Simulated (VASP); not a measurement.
Input of a VASP 6.6.1 run:

The input INCAR:

```
SYSTEM = O
PREC = Accurate
ENCUT = 520
EDIFF = 1E-6
ISMEAR = -1
SIGMA = 0.05
LREAL = .False.
LASPH = .True.
NELM = 80
ALGO = Normal
ISIF = 2
LWAVE = .False.
LCHARG = .False.
GGA = PE
NBANDS = 20
```

KPOINTS

```
regular mesh
0
Gamma
  12 12 4
  0 0 0
```

The input POSCAR:

```
O
1.0
    2.4249716747      0.0000000000      0.0000000000
   -1.2124858374      2.1000870737      0.0000000000
    0.0000000000      0.0000000000      7.7018088965
O
4
Direct
    0.3333333333      0.6666666667      0.1718966900
    0.6666666667      0.3333333333      0.8281033100
    0.6666666667      0.3333333333      0.6718966900
    0.3333333333      0.6666666667      0.3281033100
```

Potentials or basis: VASP PAW PBE potentials, release 64 (O).

Command:

```console
$ cat potpaw_PBE.64/O/POTCAR > POTCAR
$ mpirun -np 1 vasp_std > vasp.out
```

(1) Predict the band gap on the k mesh.

(2) Estimate the largest force.

## Answers

(1) zero (band 12 reaches 3.29 eV, above the bottom of band 13 at 0.50 eV).

(2) 1.933 eV/Å.

Caveat: the standard files for N, O and F lose accuracy on very short bonds; spin is off for a triplet molecule; forces of over 1 eV/Å act on the atoms, so gaps and moduli don't describe the material at rest.
